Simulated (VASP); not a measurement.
Wanted: the native input for a VASP 6.6.1 run.

```yaml
Task: single point
Functional: PBE
Potentials_or_basis: VASP PAW PBE potentials, release 64 (Zn, Cu)
Cutoff: 520 eV
k_mesh: 16 × 16 × 16
Occupations: gaussian, width 0.15 eV
Spin: no spin polarisation
Dipole_correction: no
Further_INCAR_settings: ALGO = Fast; EDIFF = 1e-06; NBANDS = 18
```

The structure of ZnCu lies in POSCAR:

```
ZnCu
1.0
    3.1262460531     -0.5495282598     -0.5495282598
   -0.5495282598      3.1262460531     -0.5495282598
   -0.5495282598     -0.5495282598      3.1262460531
Zn Cu
1 1
Direct
    0.5000000000      0.5000000000      0.5000000000
    0.0000000000      0.0000000000      0.0000000000
```

These files were run (other wordings do the same):

INCAR

```
SYSTEM = ZnCu
PREC = Accurate ; ENCUT = 520
EDIFF = 1E-6 ; ISMEAR = 0
SIGMA = 0.15 ; LREAL = .FALSE.
LASPH = .TRUE. ; NELM = 100
ALGO = Fast ; ISIF = 2
LWAVE = .FALSE. ; LCHARG = .FALSE.
GGA = PE ; NBANDS = 18
```

KPOINTS

```
Automatic mesh
0
G
  16 16 16
  0 0 0
```

Potentials or basis: VASP PAW PBE potentials, release 64 (Zn, Cu).

Launch:

```sh
$ cat potpaw_PBE.64/Zn/POTCAR potpaw_PBE.64/Cu/POTCAR > POTCAR
$ mpirun -np 1 vasp_std > vasp.out
```

It gave:

* Pressure: 97.6 GPa
* Band gap on the k mesh: zero (an odd number of electrons rules out a gap without spin polarisation)

Caveat: atoms lie so close that the PAW spheres overlap strongly, which falsifies energies and pressures; the cell stands under pressure.

It took 2.9 min on 1 thread of Oxide Virtual Turin-like Processor (shared host), peak memory 0.28 GiB.
